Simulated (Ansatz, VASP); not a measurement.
**One calculation of InAs, two programs**

```
In As
1.0
     0.00000    3.17677    3.17677
     3.17677    0.00000    3.17677
     3.17677    3.17677    0.00000
In As
1 1
Direct
  0.00000 0.00000 0.00000
  0.25000 0.25000 0.25000
```

Change from the starting cell: hydrostatic strain +4.0%.

Alike in both runs: task single point; functional r2SCAN; k mesh 8 × 8 × 8; occupations fermi-dirac, width 0.02 eV; no spin polarisation.

```csv
,VASP,Ansatz
version,VASP 6.6.1,Ansatz 0.2.0
potentials or method,"VASP PAW PBE potentials, release 64 (In_d, As)","plane waves, PAW"
plane-wave cutoff (eV),520,500
valence electrons in the cell,18,28
```

|  | VASP | Ansatz | Ansatz less VASP |
| --- | --- | --- | --- |
| pressure (GPa) | -5.1 | -5.1 | +0.02 |

VASP's potentials were made for PBE, not for r2SCAN. With one functional, cell and mesh, what is left measures potentials, basis and numerics. VASP's potentials hold 18 valence electrons a cell and Ansatz's 28, so a difference there can come from the potentials and not from the codes.
